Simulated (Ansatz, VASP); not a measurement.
Two plane-wave programs on MgO

File INCAR:

```
SYSTEM = MgO
ALGO = Normal ; EDIFF = 1E-7
ENCUT = 520 ; GGA = PE
ISIF = 2 ; ISMEAR = 0
LASPH = .True. ; LCHARG = .True.
LELF = .True. ; LREAL = .False.
LVHAR = .True. ; LWAVE = .False.
NBANDS = 11 ; NELM = 80
PREC = Accurate ; SIGMA = 0.05
```

KPOINTS

```
k-points
0
Gamma
  10 10 10
  0 0 0
```

Contents of POSCAR:

```
MgO
1.0
    0.0000000000      2.0737498328      2.1800959780
    2.0737498328      0.0000000000      2.1800959780
    2.0737498328      2.0737498328      0.0000000000
Mg O
1 1
Direct
    0.0000000000      0.0000000000      0.0000000000
    0.5000000000      0.5000000000      0.5000000000
```

Input for Ansatz:

```yaml
crystal:
  lattice:
    - [0.0, 2.0737498328, 2.180095978]
    - [2.0737498328, 0.0, 2.180095978]
    - [2.0737498328, 2.0737498328, 0.0]
  atoms:
    - { symbol: Mg, position: [0.0, 0.0, 0.0] }
    - { symbol: O, position: [0.5, 0.5, 0.5] }
basis:
  ecutwfc: 420
kpoints:
  mp_grid: { grid: [10, 10, 10] }
hamiltonian:
  xc: pbe
scf:
  occupations: { method: gaussian, width: 0.05 }
output:
  forces: true
  stress: true
  eigenvalues: true
  write_density: true
  write_potential: true
  elf: true
  volumetric_format: npy
```

Change from the starting cell: strain -0.025 along x and y, +0.025 along z, atoms carried along.

Alike in both runs: task single point; functional PBE; k mesh 10 × 10 × 10; occupations gaussian, width 0.05 eV; no spin polarisation.

|  | VASP | Ansatz |
| --- | --- | --- |
| version | VASP 6.6.1 | Ansatz 0.2.0 |
| potentials or method | VASP PAW PBE potentials, release 64 (Mg, O), cutoff 520 eV | scalar-relativistic, plane waves, PAW |
| valence electrons in the cell | 8 | 16 |

```tsv
	VASP	Ansatz	Ansatz less VASP
gap on the k mesh at the Fermi level (eV)	4.61	4.63	+0.018
least direct gap on the mesh (eV)	4.61	4.63	+0.018
pressure (GPa)	4.1	4.9	+0.74
traceless stress, the component that is largest in VASP (GPa)	-6.42	-6.38	+0.041
```

VASP's potentials hold 8 valence electrons a cell and Ansatz's 16, so a difference there can come from the potentials and not from the codes.
